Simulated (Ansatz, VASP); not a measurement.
**CdS in VASP and in Ansatz**

```
CELL_PARAMETERS angstrom
0.00000 2.91650 2.91650
2.91650 0.00000 2.91650
2.91650 2.91650 0.00000
ATOMIC_POSITIONS crystal
Cd 0.00000 0.00000 0.00000
S 0.75000 0.75000 0.75000
```

Alike in both runs: functional LDA; k mesh 8 × 8 × 8; occupations fermi-dirac, width 0.05 eV; no spin polarisation.

|  | VASP | Ansatz |
| --- | --- | --- |
| version | VASP 6.6.1 | Ansatz 0.2.0 |
| potentials or method | VASP PAW LDA potentials, release 64 (Cd_sv_GW, S) | Ansatz PAW |
| plane-wave cutoff (eV) | 630 | 420 |
| valence electrons in the cell | 26 | 26 |
| task | single point | band structure |

```csv
,VASP,Ansatz,Ansatz less VASP
gap on the k mesh at the Fermi level (eV),0.88,0.86,-0.021
least direct gap on the mesh (eV),0.88,0.86,-0.021
pressure (GPa),-2.5,-2.5,0.00
```

LDA's correlation is that of Perdew and Zunger in VASP and of Perdew and Wang (1992) in Ansatz.
